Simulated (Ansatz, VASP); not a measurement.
**One calculation of H2S, two programs**

```xyz
3
Lattice="12.3256 0.0000 0.0000 0.0000 12.8256 0.0000 0.0000 0.0000 13.3256" Properties=species:S:1:pos:R:3 pbc="T T T"
S     6.5260    6.5546    6.1229
H     6.3630    5.5315    6.9889
H     5.7480    7.3657    6.8735
```

Alike in both runs: task single point; functional LDA; k mesh 1 × 1 × 1; occupations gaussian, width 0.005 eV; no spin polarisation.

```csv
,VASP,Ansatz
version,VASP 6.6.1,Ansatz 0.2.0
potentials or method,"VASP PAW LDA potentials, release 64 (S, H_h)","scalar-relativistic, plane waves, PAW"
plane-wave cutoff (eV),1000,420
valence electrons in the cell,8,8
```

```csv
,VASP,Ansatz,Ansatz less VASP
rms of the force components (eV/Å),0.016,0.049,+0.0332
```

LDA's correlation is that of Perdew and Zunger in VASP and of Perdew and Wang (1992) in Ansatz. Atom by atom the forces differ by 0.054 eV/Å (rms over components).
